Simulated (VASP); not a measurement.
AlCu, 2 atoms in the cell. Symmetry: P4mm, No. 99, tetragonal system. The conventional cell has a = 2.998 Å, b = 2.998 Å, c = 2.998 Å, α = 90.00°, β = 90.00°, γ = 90.00°. Within 3.1 Å of Al (site symmetry 4mm) lie 8 Cu at 2.37 to 2.87 Å and 6 Al at 3.00 Å. Cu (site symmetry 4mm) has 8 Al at 2.37 to 2.87 Å and 6 Cu at 3.00 Å within 3.1 Å.  This cell differs from its parent crystal: all Cu atoms moved +0.438 Å, as atom 2 along Cartesian [0 0 1].

| Property | Result |
| --- | --- |
| Program | VASP 6.6.1 |
| Task | single point |
| Functional | PBEsol |
| Potentials or basis | VASP PAW PBE potentials, release 64 (Al, Cu) |
| Cutoff | 520 eV |
| k mesh | 16 × 16 × 16 |
| Occupations | gaussian, width 0.15 eV |
| Spin | no spin polarisation |
| Dipole correction | no |
| Further INCAR settings | ALGO = Fast; EDIFF = 1e-07; NBANDS = 14 |

Potentials or basis: VASP PAW PBE potentials, release 64 (Al, Cu).

Launch:

```console
$ cat potpaw_PBE.64/Al/POTCAR potpaw_PBE.64/Cu/POTCAR > POTCAR
$ mpirun -np 1 vasp_std > vasp.out
```

Hardware: 1 thread of Intel(R) Xeon(R) Platinum 8488C (Sapphire Rapids), on a shared host.

Problem. Estimate the wall time of this run.

Solution. Run time: 110 s on 1 thread of Intel(R) Xeon(R) Platinum 8488C (Sapphire Rapids), with other jobs on the host, peak memory 0.26 GiB. Counts: scf iterations 18, k points 405.
